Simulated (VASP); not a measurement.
# CaSe (Fm-3m) in VASP: further runs

The runs below take CaSe through single point, with r2SCAN.

All numbers are computed with VASP 6.6.1; they aren't measurements. Logs are shortened: lines on timing, memory, paths and dates and some standing lists are left out, and cuts for length are marked.

### Step 1. The cell of the first run

The structure is cubic, space group Fm-3m (No. 225). Conventional cell: a = 5.988 Å, b = 5.988 Å, c = 5.988 Å, α = 90.00°, β = 90.00°, γ = 90.00°. Within 3.9 Å of Ca (site symmetry m-3m) lie 6 Se at 2.99 Å. Se (site symmetry m-3m) has 6 Ca at 2.99 Å within 3.9 Å.

### Step 2. Single point, r2SCAN

Contents of POSCAR:

```
CaSe
1.0
    0.0000000000      2.9940910000      2.9940910000
    2.9940910000      0.0000000000      2.9940910000
    2.9940910000      2.9940910000      0.0000000000
Ca Se
1 1
Direct
    0.0000000000      0.0000000000      0.0000000000
    0.5000000000      0.5000000000      0.5000000000
```

Contents of INCAR.step1:

```
PREC = Accurate
ENCUT = 520
ISMEAR = -1
SIGMA = 0.0192
LREAL = F
LASPH = T
NELM = 80
NBANDS = 15
GGA = PE
ALGO = Normal
EDIFF = 1E-4
LWAVE = T
LCHARG = F
```

Contents of INCAR.step2:

```
PREC = Accurate
ENCUT = 520
EDIFF = 1E-7
ISMEAR = -1
SIGMA = 0.0192
LREAL = F
LASPH = T
NELM = 80
ALGO = Normal
ISIF = 2
LWAVE = F
LCHARG = F
METAGGA = R2SCAN
LMIXTAU = T
NBANDS = 15
ISTART = 1
```

Contents of KPOINTS:

```
Automatic mesh
0
Gamma
  5 5 5
```

Potentials or basis: VASP PAW PBE potentials, release 64 (Ca_sv, Se).

Run with:

```bash
$ cat potpaw_PBE.64/Ca_sv/POTCAR potpaw_PBE.64/Se/POTCAR > POTCAR
$ cp INCAR.step1 INCAR
$ mpirun -np 1 vasp_std > vasp.out
$ cp INCAR.step2 INCAR
$ mpirun -np 1 vasp_std > vasp.out
```

OUTCAR:

```text
PREC = Accurate
   ENCUT = 520
   EDIFF = 1E-7
   ISMEAR = -1
   LREAL = F
   LASPH = T
   NELM = 80
   ISIF = 2
   METAGGA = R2SCAN
   ISTART = 1

 ion  position               nearest neighbor table
   1  0.000  0.000  0.000-
   2  0.500  0.500  0.500-

  LATTYP: Found a face centered cubic cell.
 ALAT       =     5.9881820000

  Lattice vectors:

 A1 = (   0.0000000000,   2.9940910000,   2.9940910000)
 A2 = (   2.9940910000,   0.0000000000,   2.9940910000)
 A3 = (   2.9940910000,   2.9940910000,   0.0000000000)

Analysis of symmetry for initial positions (statically):
=====================================================================
 Subroutine PRICEL returns:
 Original cell was already a primitive cell.

 Routine SETGRP: Setting up the symmetry group for a
 face centered cubic supercell.

 Subroutine GETGRP returns: Found 48 space group operations
 (whereof 48 operations were pure point group operations)
 out of a pool of 48 trial point group operations.

The static configuration has the point symmetry O_h .

Analysis of symmetry for dynamics (positions and initial velocities):
=====================================================================
 Subroutine PRICEL returns:
 Original cell was already a primitive cell.

 Routine SETGRP: Setting up the symmetry group for a
 face centered cubic supercell.

 Subroutine GETGRP returns: Found 48 space group operations
 (whereof 48 operations were pure point group operations)
 out of a pool of 48 trial point group operations.

The dynamic configuration has the point symmetry O_h .

 Subroutine INISYM returns: Found 48 space group operations
 (whereof 48 operations are pure point group operations),
 and found     1 'primitive' translations

----------------------------------------------------------------------------------------

                                     Primitive cell

  volume of cell :      53.6815

  direct lattice vectors                    reciprocal lattice vectors
     0.000000000  2.994091000  2.994091000    -0.166995592  0.166995592  0.166995592
     2.994091000  0.000000000  2.994091000     0.166995592 -0.166995592  0.166995592
     2.994091000  2.994091000  0.000000000     0.166995592  0.166995592 -0.166995592

  length of vectors
     4.234284099  4.234284099  4.234284099     0.289244851  0.289244851  0.289244851

  position of ions in fractional coordinates (direct lattice)
     0.000000000  0.000000000  0.000000000
     0.500000000  0.500000000  0.500000000

  ion indices of the primitive-cell ions
   primitive index   ion index
                 1           1
                 2           2

----------------------------------------------------------------------------------------

 KPOINTS: Automatic mesh

Automatic generation of k-mesh.
 Grid dimensions read from file:
 generate k-points for:    5    5    5

 Generating k-lattice:

  Cartesian coordinates                     Fractional coordinates (reciprocal lattice)
    -0.033399118  0.033399118  0.033399118     0.200000000  0.000000000  0.000000000
     0.033399118 -0.033399118  0.033399118     0.000000000  0.200000000  0.000000000
     0.033399118  0.033399118 -0.033399118     0.000000000  0.000000000  0.200000000

  Length of vectors
     0.057848970  0.057848970  0.057848970

  Shift w.r.t. Gamma in fractional coordinates (k-lattice)
     0.000000000  0.000000000  0.000000000

 Subroutine IBZKPT returns following result:
 ===========================================

 Found     10 irreducible k-points:

 Following reciprocal coordinates:
            Coordinates               Weight
  0.000000  0.000000  0.000000      1.000000
  0.200000  0.000000  0.000000      8.000000
  0.400000  0.000000  0.000000      8.000000
  0.200000  0.200000  0.000000      6.000000
  0.400000  0.200000  0.000000     24.000000
 -0.400000  0.200000  0.000000     24.000000
 -0.200000  0.200000  0.000000     12.000000
  0.400000  0.400000  0.000000      6.000000
 -0.400000  0.400000  0.000000     12.000000
 -0.400000  0.400000  0.200000     24.000000
   k-points           NKPTS =     10   k-points in BZ     NKDIM =     10   number of bands    NBANDS=     15
   number of dos      NEDOS =    301   number of ions     NIONS =      2
   total plane-waves  NPLWV =  32768
   dimension x,y,z NGX =    32 NGY =   32 NGZ =   32
   dimension x,y,z NGXF=    64 NGYF=   64 NGZF=   64
   ions per type =               1   1
   NGX,Y,Z   is equivalent  to a cutoff of  12.56, 12.56, 12.56 a.u.
   NGXF,Y,Z  is equivalent  to a cutoff of  25.13, 25.13, 25.13 a.u.
 SYSTEM =  unknown system
   PREC   = accura    normal or accurate (medium, high low for compatibility)
   ISTART =      1    job   : 0-new  1-cont  2-samecut
   ICHARG =      0    charge: 1-file 2-atom 10-const
   ISPIN  =      1    spin polarized calculation?
   LNONCOLLINEAR =      F non collinear calculations
   LSORBIT =      F    spin-orbit coupling
   LASPH  =      T    aspherical Exc in radial PAW
   ENCUT  =  520.0 eV  38.22 Ry    6.18 a.u.   7.87  7.87  7.87*2*pi/ulx,y,z
   NELM   =     80;   NELMIN=  2; NELMDL=  0     # of ELM steps
   EDIFF  = 0.1E-06   stopping-criterion for ELM
   LREAL  =      F    real-space projection
   EDIFFG = 0.1E-05   stopping-criterion for IOM
   NSW    =      0    number of steps for IOM
   IBRION =     -1    ionic relax: 0-MD 1-quasi-New 2-CG
   NFREE  =      0    steps in history (QN), initial steepest desc. (CG)
   ISIF   =      2    stress and relaxation
   ISYM   =      2    0-nonsym 1-usesym 2-fastsym
   POTIM  = 0.5000    time-step for ionic-motion
   TEBEG  =    0.0;   TEEND  =   0.0 temperature during run
   PSTRESS=    0.0 pullay stress
   NELECT =      16.0000    total number of electrons
   NUPDOWN=      -1.0000    fix difference up-down
   EMIN   =  10.00;   EMAX   =-10.00  energy-range for DOS
   EFERMI =   0.00;   METHOD = LEGACY
   ISMEAR =    -1;   SIGMA  =   0.02  broadening in eV -4-tet -1-fermi 0-gaus
   EFERMI_NEDOS =   21; number of points for ismear=-14 and -15
   IALGO  =     38    algorithm
   IMIX   =      4    mixing-type and parameters
     AMIX     =   0.40;   BMIX     =  1.00
     AMIX_MAG =   1.60;   BMIX_MAG =  1.00
  volume/ion in A,a.u.               =      26.84       181.13
  Fermi-wavevector in a.u.,A,eV,Ry     =   1.093553  2.066515 16.270638  1.195858
  Thomas-Fermi vector in A             =   2.229841
   LORBIT       =      0    0 simple, 1 ext, 2 COOP (PROOUT), +10 PAW based schemes
   METAGGA = R2SCAN    functional components
   LHFCALC =     F    Hartree Fock is set to
   AEXX    =    0.0000 exact exchange contribution
   IVDW    =     0    specifies the selected vdW correction
   LEPSILON=     F    determine dielectric tensor
   LRPA    =     F    only Hartree local field effects (RPA)
 non-spin polarized calculation
  energy-cutoff  :      520.00
  volume of cell :       53.68
 maximum number of plane-waves:      1459
   NGX = 15   NGY = 15   NGZ = 15

 number of electron      15.9999997 magnetization

 Free energy of the ion-electron system (eV)
  ---------------------------------------------------
  ext. energy  EPLUGINS =         0.00000000
  ---------------------------------------------------
  free energy    TOTEN  =       -25.97307524 eV

  energy without entropy =      -25.97307524  energy(sigma->0) =      -25.97307524

 E-fermi :   2.4900     XC(G=0):  -9.4159

 val. band max:        1.9371146949   @ k =   0.0000   0.0000   0.0000
 cond. band min:       4.6313035832   @ k =   0.4000   0.4000   0.0000
 fundamental gap:      2.6941888883
 Fermi energy:         2.4900292432

 k-point     1 :       0.0000    0.0000    0.0000
  band No.  band energies     occupation
      1     -39.4807      2.00000
      2     -19.5849      2.00000
      3     -19.5849      2.00000
      4     -19.5848      2.00000
      5     -10.1291      2.00000
      6       1.9371      2.00000
      7       1.9371      2.00000
      8       1.9371      2.00000
      9       5.8622      0.00000
     10       6.1712      0.00000
     11       6.1712      0.00000
     12       6.1712      0.00000
     13       6.7353      0.00000
     14       6.7353      0.00000
     15      12.3495      0.00000

 k-point     2 :       0.2000    0.0000    0.0000
  band No.  band energies     occupation
      1     -39.4789      2.00000
      2     -19.6190      2.00000
      3     -19.5870      2.00000
      4     -19.5870      2.00000
      5      -9.9185      2.00000
      6       0.5171      2.00000
      7       1.4698      2.00000
      8       1.4698      2.00000
      9       6.1384      0.00000
     10       6.6600      0.00000
     11       6.6601      0.00000
     12       7.6417      0.00000
     13       7.6528      0.00000
     14       7.6528      0.00000
     15      12.1217      0.00000

 k-point     3 :       0.4000    0.0000    0.0000
  band No.  band energies     occupation
      1     -39.4758      2.00000
      2     -19.6730      2.00000
      3     -19.5905      2.00000
      4     -19.5905      2.00000
      5      -9.5437      2.00000
      6      -0.9837      2.00000
      7       0.9056      2.00000
      8       0.9056      2.00000
      9       6.6798      0.00000
     10       7.6892      0.00000
     11       7.6893      0.00000
     12       8.3044      0.00000
     13       9.3503      0.00000
     14       9.3503      0.00000
     15      11.2067      0.00000

 k-point     4 :       0.2000    0.2000    0.0000
  band No.  band energies     occupation
      1     -39.4782      2.00000
      2     -19.6143      2.00000
      3     -19.5945      2.00000
      4     -19.5945      2.00000
      5      -9.8793      2.00000
      6       0.3035      2.00000
      7       1.4962      2.00000
      8       1.4962      2.00000
      9       5.4625      0.00000
     10       6.7223      0.00000
     11       6.9745      0.00000
     12       7.3376      0.00000
     13       7.3376      0.00000
     14       9.3875      0.00000
     15      12.3763      0.00000

 k-point     5 :       0.4000    0.2000    0.0000
  band No.  band energies     occupation
      1     -39.4756      2.00000
      2     -19.6512      2.00000
      3     -19.6017      2.00000
      4     -19.5996      2.00000
      5      -9.6144      2.00000
      6      -0.5193      2.00000
      7       0.7780      2.00000
      8       1.0645      2.00000
      9       5.7224      0.00000
     10       7.7295      0.00000
     11       7.7820      0.00000
     12       8.2013      0.00000
     13       8.2074      0.00000
     14      10.1232      0.00000
     15      10.4468      0.00000

 k-point     6 :      -0.4000    0.2000    0.0000
  band No.  band energies     occupation
      1     -39.4746      2.00000
      2     -19.6653      2.00000
      3     -19.6120      2.00000
      4     -19.5954      2.00000
      5      -9.4830      2.00000
      6      -0.8205      2.00000
      7       0.4070      2.00000
      8       0.8179      2.00000
      9       6.9557      0.00000
     10       7.5036      0.00000
     11       7.8316      0.00000
     12       8.4045      0.00000
     13       9.1467      0.00000
     14       9.3706      0.00000
     15      11.1219      0.00000

 k-point     7 :      -0.2000    0.2000    0.0000
  band No.  band energies     occupation
      1     -39.4766      2.00000
      2     -19.6430      2.00000
      3     -19.6056      2.00000
      4     -19.5876      2.00000
      5      -9.6816      2.00000
      6      -0.3201      2.00000
      7       0.9044      2.00000
      8       1.0325      2.00000
      9       6.7711      0.00000
     10       6.9628      0.00000
     11       7.1693      0.00000
     12       7.7809      0.00000
     13       8.7448      0.00000
     14       9.3306      0.00000
     15      11.7698      0.00000

 k-point     8 :       0.4000    0.4000    0.0000
  band No.  band energies     occupation
      1     -39.4742      2.00000
      2     -19.6495      2.00000
      3     -19.6102      2.00000
      4     -19.6102      2.00000
      5      -9.5976      2.00000
      6      -0.5059      2.00000
      7       1.0751      2.00000
      8       1.0751      2.00000
      9       4.6313      0.00000
     10       7.4052      0.00000
     11       7.6013      0.00000
     12       8.4196      0.00000
     13       8.4196      0.00000
     14       8.7780      0.00000
     15      12.4486      0.00000

 k-point     9 :      -0.4000    0.4000    0.0000
  band No.  band energies     occupation
      1     -39.4736      2.00000
      2     -19.6462      2.00000
      3     -19.6286      2.00000
      4     -19.6075      2.00000
      5      -9.5185      2.00000
      6      -0.3392      2.00000
      7       0.2537      2.00000
      8       0.9140      2.00000
      9       5.3696      0.00000
     10       8.0636      0.00000
     11       8.1887      0.00000
     12       8.2676      0.00000
     13       8.2684      0.00000
     14       8.6768      0.00000
     15      11.9931      0.00000

 k-point    10 :      -0.4000    0.4000    0.2000
  band No.  band energies     occupation
      1     -39.4740      2.00000
      2     -19.6471      2.00000
      3     -19.6239      2.00000
      4     -19.6078      2.00000
      5      -9.5054      2.00000
      6      -0.3974      2.00000
      7       0.3351      2.00000
      8       0.6189      2.00000
      9       6.2731      0.00000
     10       7.4892      0.00000
     11       7.7326      0.00000
     12       8.3680      0.00000
     13       8.5702      0.00000
     14      10.0160      0.00000
     15      11.1043      0.00000

------------------------ aborting loop because EDIFF is reached ----------------------------------------

  FORCE on cell =-STRESS in cart. coord.  units (eV):
  Direction    XX          YY          ZZ          XY          YZ          ZX
  --------------------------------------------------------------------------------------
  -------------------------------------------------------------------------------------
  Total       -0.3645310     -0.3645310     -0.3645310     -0.0000000      0.0000000      0.0000000
  in kB      -10.8797796    -10.8797796    -10.8797796     -0.0000000      0.0000000      0.0000000
  external PRESSURE =     -10.8797796 kB  Pullay stress =       0.0000000 kB

 VOLUME and BASIS-vectors are now :
 -----------------------------------------------------------------------------
  energy-cutoff  :      520.00
  volume of cell :       53.68
      direct lattice vectors                 reciprocal lattice vectors
     0.000000000  2.994091000  2.994091000    -0.166995592  0.166995592  0.166995592
     2.994091000  0.000000000  2.994091000     0.166995592 -0.166995592  0.166995592
     2.994091000  2.994091000  0.000000000     0.166995592  0.166995592 -0.166995592

 POSITION                                       TOTAL-FORCE (eV/Angst)
 -----------------------------------------------------------------------------------
      0.00000      0.00000      0.00000         0.000000      0.000000      0.000000
      2.99409      2.99409      2.99409        -0.000000     -0.000000      0.000000
 -----------------------------------------------------------------------------------
    total drift:                                0.000000     -0.000000     -0.000000

  FREE ENERGIE OF THE ION-ELECTRON SYSTEM (eV)
  ---------------------------------------------------
  free  energy   TOTEN  =       -25.9730752436 eV

  energy  without entropy=      -25.9730752436  energy(sigma->0) =      -25.97307524
```

Run time: 57 s. Hardware: 1 thread of Intel Xeon Platinum 8259CL at 2.50GHz (Skylake/Cascade Lake), shared host; peak memory 0.19 GiB.

What came out:

* Free energy: -25.9731 eV
* Pressure: -1.1 GPa
* Band gap on the k mesh: 2.69 eV (least direct gap 3.56 eV)

Levels at points of the mesh, in eV from the valence-band top:
| k point | band 6 | band 7 | band 8 | band 9 | band 10 | band 11 |
| --- | --- | --- | --- | --- | --- | --- |
| (0.00, 0.00, 0.00) | 0.00 | 0.00 | 0.00 | 3.93 | 4.23 | 4.23 |

Caveat: the PAW data sets were made with another functional, which shifts forces and pressure a little; an odd mesh through Γ misses points on the zone boundary, where band edges can lie.

(Continued in part 2 of 2.)
